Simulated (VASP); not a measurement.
# GaAs (F-43m) in VASP: notebook, part 2 of 2

VASP 6.6.1.

## 4. Relaxation of cell and atoms, r2SCAN, target pressure 1 GPa, at which the enthalpy is minimised

This run uses another cell than the first one, of 22.75 Å³/atom.

Contents of POSCAR:

```
GaAs
1.0
    0.0000000000      2.8334677908      2.8334677908
    2.8334677908      0.0000000000      2.8334677908
    2.8334677908      2.8334677908      0.0000000000
Ga As
1 1
Direct
    0.0000000000      0.0000000000      0.0000000000
    0.7500000000      0.7500000000      0.7500000000
```

Contents of INCAR.step1:

```
SYSTEM = GaAs
PREC     = Accurate       ! precision mode
ENCUT    = 600            ! plane-wave cutoff, eV
ISMEAR   = 0              ! smearing method
SIGMA    = 0.01           ! smearing width, eV
LREAL    = .FALSE.        ! projectors in reciprocal space
LASPH    = .TRUE.         ! aspherical terms in the spheres
NELM     = 60             ! most SCF steps
GGA      = PE             ! functional
ALGO     = Normal         ! electronic algorithm
EDIFF    = 1E-4           ! SCF threshold, eV
LWAVE    = .TRUE.         ! write WAVECAR
LCHARG   = .FALSE.        ! write CHGCAR
```

Contents of INCAR.step2:

```
SYSTEM = GaAs
PREC     = Accurate       ! precision mode
ENCUT    = 600            ! plane-wave cutoff, eV
EDIFF    = 1E-6           ! SCF threshold, eV
ISMEAR   = 0              ! smearing method
SIGMA    = 0.01           ! smearing width, eV
LREAL    = .FALSE.        ! projectors in reciprocal space
LASPH    = .TRUE.         ! aspherical terms in the spheres
NELM     = 60             ! most SCF steps
ALGO     = Normal         ! electronic algorithm
ISIF     = 3              ! what is computed and relaxed
LWAVE    = .FALSE.        ! write WAVECAR
LCHARG   = .FALSE.        ! write CHGCAR
METAGGA  = R2SCAN         ! meta-GGA
LMIXTAU  = .TRUE.       
IBRION   = 2              ! ionic algorithm
NSW      = 100            ! ionic steps
EDIFFG   = -0.002         ! ionic threshold
PSTRESS  = 10.0         
ISTART   = 1
```

Contents of KPOINTS:

```
Automatic mesh
0
G
  8 8 8
  0 0 0
```

Potentials or basis: VASP PAW PBE potentials, release 64 (Ga_d, As).

Launch:

```sh
> cat potpaw_PBE.64/Ga_d/POTCAR potpaw_PBE.64/As/POTCAR > POTCAR
> cp INCAR.step1 INCAR
> mpirun -np 1 vasp_std > vasp.out
> cp INCAR.step2 INCAR
> mpirun -np 1 vasp_std > vasp.out
```

OUTCAR:

```text
SYSTEM = GaAs
   PREC = Accurate
   ENCUT = 600
   EDIFF = 1E-6
   ISMEAR = 0
   LREAL = .FALSE.
   LASPH = .TRUE.
   NELM = 60
   ISIF = 3
   METAGGA = R2SCAN
   IBRION = 2
   NSW = 100
   EDIFFG = -0.002
   PSTRESS = 10.0
   ISTART = 1

 ion  position               nearest neighbor table
   1  0.000  0.000  0.000-   2 2.45   2 2.45   2 2.45   2 2.45
   2  0.750  0.750  0.750-   1 2.45   1 2.45   1 2.45   1 2.45

  LATTYP: Found a face centered cubic cell.
 ALAT       =     5.6669355816

  Lattice vectors:

 A1 = (   0.0000000000,   2.8334677908,   2.8334677908)
 A2 = (   2.8334677908,   0.0000000000,   2.8334677908)
 A3 = (   2.8334677908,   2.8334677908,   0.0000000000)

Analysis of symmetry for initial positions (statically):
=====================================================================
 Subroutine PRICEL returns:
 Original cell was already a primitive cell.

 Routine SETGRP: Setting up the symmetry group for a
 face centered cubic supercell.

 Subroutine GETGRP returns: Found 24 space group operations
 (whereof 24 operations were pure point group operations)
 out of a pool of 48 trial point group operations.

The static configuration has the point symmetry T_d .

Analysis of symmetry for dynamics (positions and initial velocities):
=====================================================================
 Subroutine PRICEL returns:
 Original cell was already a primitive cell.

 Routine SETGRP: Setting up the symmetry group for a
 face centered cubic supercell.

 Subroutine GETGRP returns: Found 24 space group operations
 (whereof 24 operations were pure point group operations)
 out of a pool of 48 trial point group operations.

The dynamic configuration has the point symmetry T_d .

 Subroutine INISYM returns: Found 24 space group operations
 (whereof 24 operations are pure point group operations),
 and found     1 'primitive' translations

----------------------------------------------------------------------------------------

                                     Primitive cell

  volume of cell :      45.4972

  direct lattice vectors                    reciprocal lattice vectors
     0.000000000  2.833467791  2.833467791    -0.176462214  0.176462214  0.176462214
     2.833467791  0.000000000  2.833467791     0.176462214 -0.176462214  0.176462214
     2.833467791  2.833467791  0.000000000     0.176462214  0.176462214 -0.176462214

  length of vectors
     4.007128578  4.007128578  4.007128578     0.305641520  0.305641520  0.305641520

  position of ions in fractional coordinates (direct lattice)
     0.000000000  0.000000000  0.000000000
     0.750000000  0.750000000  0.750000000

  ion indices of the primitive-cell ions
   primitive index   ion index
                 1           1
                 2           2

----------------------------------------------------------------------------------------

 KPOINTS: Automatic mesh

Automatic generation of k-mesh.
 Grid dimensions read from file:
 generate k-points for:    8    8    8

 Generating k-lattice:

  Cartesian coordinates                     Fractional coordinates (reciprocal lattice)
    -0.022057777  0.022057777  0.022057777     0.125000000  0.000000000  0.000000000
     0.022057777 -0.022057777  0.022057777     0.000000000  0.125000000  0.000000000
[... 55 lines left out ...]
   LASPH  =      T    aspherical Exc in radial PAW
   ENCUT  =  600.0 eV  44.10 Ry    6.64 a.u.   8.00  8.00  8.00*2*pi/ulx,y,z
   NELM   =     60;   NELMIN=  2; NELMDL=  0     # of ELM steps
   EDIFF  = 0.1E-05   stopping-criterion for ELM
   LREAL  =      F    real-space projection
   EDIFFG = -.2E-02   stopping-criterion for IOM
   NSW    =    100    number of steps for IOM
   IBRION =      2    ionic relax: 0-MD 1-quasi-New 2-CG
   NFREE  =      1    steps in history (QN), initial steepest desc. (CG)
   ISIF   =      3    stress and relaxation
   ISYM   =      2    0-nonsym 1-usesym 2-fastsym
   POTIM  = 0.5000    time-step for ionic-motion
   TEBEG  =    0.0;   TEEND  =   0.0 temperature during run
   PSTRESS=   10.0 pullay stress
   NELECT =      18.0000    total number of electrons
   NUPDOWN=      -1.0000    fix difference up-down
   EMIN   =  10.00;   EMAX   =-10.00  energy-range for DOS
   EFERMI =   0.00;   METHOD = LEGACY
   ISMEAR =     0;   SIGMA  =   0.01  broadening in eV -4-tet -1-fermi 0-gaus
   EFERMI_NEDOS =   21; number of points for ismear=-14 and -15
   IALGO  =     38    algorithm
   IMIX   =      4    mixing-type and parameters
     AMIX     =   0.40;   BMIX     =  1.00
     AMIX_MAG =   1.60;   BMIX_MAG =  1.00
  volume/ion in A,a.u.               =      22.75       153.52
  Fermi-wavevector in a.u.,A,eV,Ry     =   1.201814  2.271100 19.651680  1.444358
  Thomas-Fermi vector in A             =   2.337613
   LORBIT       =      0    0 simple, 1 ext, 2 COOP (PROOUT), +10 PAW based schemes
   METAGGA = R2SCAN    functional components
   LHFCALC =     F    Hartree Fock is set to
   AEXX    =    0.0000 exact exchange contribution
   IVDW    =     0    specifies the selected vdW correction
   LEPSILON=     F    determine dielectric tensor
   LRPA    =     F    only Hartree local field effects (RPA)
 conjugate gradient relaxation of ions
 non-spin polarized calculation
 Gauss-broadening in eV      SIGMA  =   0.01
  energy-cutoff  :      600.00
  volume of cell :       45.50
 maximum number of plane-waves:      1540
   NGX = 17   NGY = 17   NGZ = 17

--------------------------------------- Ionic step        1  -------------------------------------------

 number of electron      18.0000010 magnetization

 Free energy of the ion-electron system (eV)
  ---------------------------------------------------
  ext. energy  EPLUGINS =         0.00000000
  ---------------------------------------------------
  free energy    TOTEN  =       -27.05408767 eV

  energy without entropy =      -27.05408767  energy(sigma->0) =      -27.05408767

------------------------ aborting loop because EDIFF is reached ----------------------------------------

  FORCE on cell =-STRESS in cart. coord.  units (eV):
  Direction    XX          YY          ZZ          XY          YZ          ZX
  --------------------------------------------------------------------------------------
  -------------------------------------------------------------------------------------
  Total        0.0234463      0.0234463      0.0234463      0.0000000      0.0000000      0.0000000
  in kB        0.8256585      0.8256585      0.8256585      0.0000000      0.0000000      0.0000000
  external PRESSURE =      -9.1743415 kB  Pullay stress =      10.0000000 kB
[... 97 lines left out ...]
  energy  without entropy=      -27.0521488916  energy(sigma->0) =      -27.05214889

  enthalpy is  TOTEN    =       -26.7719066454 eV   P V=        0.2802422462

[... ionic steps 4 to 11 ...]

--------------------------------------- Ionic step       12  -------------------------------------------

 number of electron      18.0000010 magnetization

------------------------ aborting loop because EDIFF is reached ----------------------------------------
[... 71 lines left out ...]
--------------------------------------- Ionic step       14  -------------------------------------------

 number of electron      18.0000010 magnetization

 Free energy of the ion-electron system (eV)
  ---------------------------------------------------
  ext. energy  EPLUGINS =         0.00000000
  ---------------------------------------------------
  free energy    TOTEN  =       -27.05228115 eV

  energy without entropy =      -27.05228115  energy(sigma->0) =      -27.05228115

 E-fermi :   3.8410     XC(G=0): -10.2828

 val. band max:        3.7343052281   @ k =   0.0000   0.0000   0.0000
 cond. band min:       4.7767500749   @ k =   0.0000   0.0000   0.0000
 fundamental gap:      1.0424448468
 Fermi energy:         3.8409699082

 k-point     1 :       0.0000    0.0000    0.0000
  band No.  band energies     occupation
      1     -11.5127      2.00000
      2     -11.5127      2.00000
      3     -11.5127      2.00000
      4     -11.4212      2.00000
      5     -11.4212      2.00000
      6      -9.5192      2.00000
      7       3.7343      2.00000
      8       3.7343      2.00000
      9       3.7343      2.00000
     10       4.7768      0.00000
     11       7.7757      0.00000
     12       7.7758      0.00000
     13       7.7758      0.00000
[... 354 lines left out ...]
  band No.  band energies     occupation
      1     -11.6127      2.00000
      2     -11.4845      2.00000
      3     -11.4769      2.00000
      4     -11.4260      2.00000
      5     -11.4174      2.00000
      6      -7.2867      2.00000
      7      -2.9448      2.00000
      8       0.4133      2.00000
      9       1.7189      2.00000
     10       7.1410      0.00000
     11       8.2639      0.00000
     12      10.5394      0.00000
     13      11.9826      0.00000

 [... further k-points ...]
[... 5 lines left out ...]
  --------------------------------------------------------------------------------------
  -------------------------------------------------------------------------------------
  Total        0.2782315      0.2782315      0.2782315      0.0000000      0.0000000     -0.0000000
  in kB        9.9238155      9.9238155      9.9238155      0.0000000      0.0000000     -0.0000000
  external PRESSURE =      -0.0761845 kB  Pullay stress =      10.0000000 kB
[... 21 lines left out ...]
  energy  without entropy=      -27.0522811542  energy(sigma->0) =      -27.05228115

  enthalpy is  TOTEN    =       -26.7719137109 eV   P V=        0.2803674433

 reached required accuracy - stopping structural energy minimisation
```

Wall time 3.2 min (1 thread of Intel Xeon 6975P-C (Granite Rapids), shared host); peak memory 0.2 GiB.

What came out:

```yaml
Free_energy: -27.0523 eV
Relaxed_volume: 22.46 Å³/atom
Relaxed_cell: a = 3.990 Å, b = 3.990 Å, c = 3.990 Å, α = 60.00°, β = 60.00°, γ = 60.00°
Space_group_after_relaxing_to_0.1_Å: F-43m (No. 216)
Energy_change_on_relaxing_the_run_minimises_the_enthalpy: +0.9 meV/atom
Ionic_steps: 14
Pressure_after_relaxing: 1.0 GPa
Band_gap_on_the_k_mesh: 1.04 eV
```

Step by step:
```
step  energy change (eV)  largest force (eV/Å)  pressure (GPa)  volume (Å³)
   1              0.0000                0.0000            0.08        45.50
   2              0.0039                0.0000            1.46        44.64
   3              0.0019                0.0000            0.92        44.90
   4              0.0022                0.0000            1.16        44.86
   5              0.0020                0.0000            1.07        44.89
   6              0.0016                0.0000            0.93        44.95
   7              0.0019                0.0000            1.06        44.91
   8              0.0018                0.0000            1.01        44.93
   9              0.0017                0.0000            0.94        44.93
  10              0.0018                0.0000            0.96        44.93
  11              0.0019                0.0000            1.06        44.90
  12              0.0018                0.0000            1.03        44.92
  13              0.0018                0.0000            0.96        44.92
  14              0.0018                0.0000            0.99        44.92
```

Final structure:
```cif
data_structure
_symmetry_space_group_name_H-M 'P 1'
_symmetry_Int_Tables_number 1
_cell_length_a 3.9901
_cell_length_b 3.9901
_cell_length_c 3.9901
_cell_angle_alpha 60.000
_cell_angle_beta 60.000
_cell_angle_gamma 60.000
_cell_volume 44.92
loop_
_atom_site_label
_atom_site_type_symbol
_atom_site_fract_x
_atom_site_fract_y
_atom_site_fract_z
_atom_site_occupancy
Ga1 Ga 0.00000 0.00000 0.00000 1
As1 As 0.75000 0.75000 0.75000 1
```

Levels at points of the mesh, in eV from the valence-band top:
| k point | band 6 | band 7 | band 8 | band 9 | band 10 | band 11 | band 12 | band 13 |
| --- | --- | --- | --- | --- | --- | --- | --- | --- |
| (0.00, 0.00, 0.00) | -13.25 | 0.00 | 0.00 | 0.00 | 1.04 | 4.04 | 4.04 | 4.04 |
| (0.50, 0.00, 0.00) | -11.38 | -6.85 | -1.19 | -1.19 | 1.38 | 4.99 | 4.99 | 8.30 |
| (0.50, 0.50, 0.00) | -10.60 | -7.02 | -2.80 | -2.80 | 1.75 | 1.95 | 10.91 | 10.91 |

Caveat: the cell is relaxed towards a set pressure, so the run minimises the enthalpy, not the energy; the PAW data sets were made with another functional, which shifts forces and pressure a little. A k mesh can miss the band edges.

## 5. Summary

| task | cell | k mesh | cutoff (eV) | smearing | gap on the mesh (eV) | pressure (GPa) |
| --- | --- | --- | --- | --- | --- | --- |
| single point | a = 3.989 Å, angles 60.0°, 2 atoms | 8 × 8 × 8 | 520 | gaussian 0.01 eV | 1.05 | 1.1 |
| single point | a = 4.007 Å, angles 60.0°, 2 atoms | 14 × 14 × 14 | 520 | fermi-dirac 0.1 eV | 0.94 | 0.1 |
| relaxation of cell and atoms | relaxed to 1 GPa from a = 4.007 Å, angles 60.0°, 2 atoms | 8 × 8 × 8 | 600 | gaussian 0.01 eV | 1.04 | 1.0 |

Alike in all rows: level r2SCAN; potentials or basis VASP PAW PBE potentials, release 64 (Ga_d, As); no spin polarisation.

Caveats: the PAW data sets were made with another functional, which shifts forces and pressure a little; the cell is relaxed towards a set pressure, so the run minimises the enthalpy, not the energy (at least some runs).

Absolute energies hang on the potentials; compare differences alone.
